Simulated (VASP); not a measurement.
Wanted: the native input for a VASP 6.6.1 run.

```yaml
Task: single point
Functional: LDA
Potentials_or_basis: VASP PAW LDA potentials, release 64 (Fe)
Cutoff: 520 eV
k_mesh: 26 × 26 × 26
Occupations: fermi-dirac, width 0.05 eV
Spin: collinear spin, ferromagnetic start
Starting_moments: "[1.988] μB"
Dipole_correction: no
Further_INCAR_settings: ALGO = Normal; EDIFF = 1e-06; NBANDS = 14
```

The structure of Fe lies in POSCAR:

```
Fe
1.0
   -1.3560204901      1.3560204901      1.3560204901
    1.3560204901     -1.3560204901      1.3560204901
    1.3560204901      1.3560204901     -1.3560204901
Fe
1
Direct
    0.0000000000      0.0000000000      0.0000000000
```

This cell differs from its parent crystal: volume scaled by 0.96.

These files were run (other wordings do the same):

INCAR

```
SYSTEM = Fe
PREC = Accurate
ENCUT = 520
EDIFF = 1E-6
ISMEAR = -1
SIGMA = 0.05
LREAL = .False.
LASPH = .True.
NELM = 150
ALGO = Normal
ISIF = 2
LWAVE = .False.
LCHARG = .False.
ISPIN = 2
MAGMOM = 1.988
LORBIT = 11
LMAXMIX = 4
GGA = CA
NBANDS = 14
```

KPOINTS

```
Automatic mesh
0
Gamma
  26 26 26
  0 0 0
```

Potentials or basis: VASP PAW LDA potentials, release 64 (Fe).

The run is started by

```console
$ cat potpaw_LDA.64/Fe/POTCAR > POTCAR
$ mpirun -np 1 vasp_std > vasp.out
```

It gave:

```json
{"Pressure": "10.9 GPa", "Net moment": "1.89 μB per cell", "Site moments": "Fe +1.85 μB", "Valence electrons inside the program's atomic spheres": "Fe 7.58"}
```

Run time: 78 s on 1 thread of AMD EPYC 9R45 96-Core Processor (Zen 5), with other jobs on the host, peak memory 0.17 GiB.
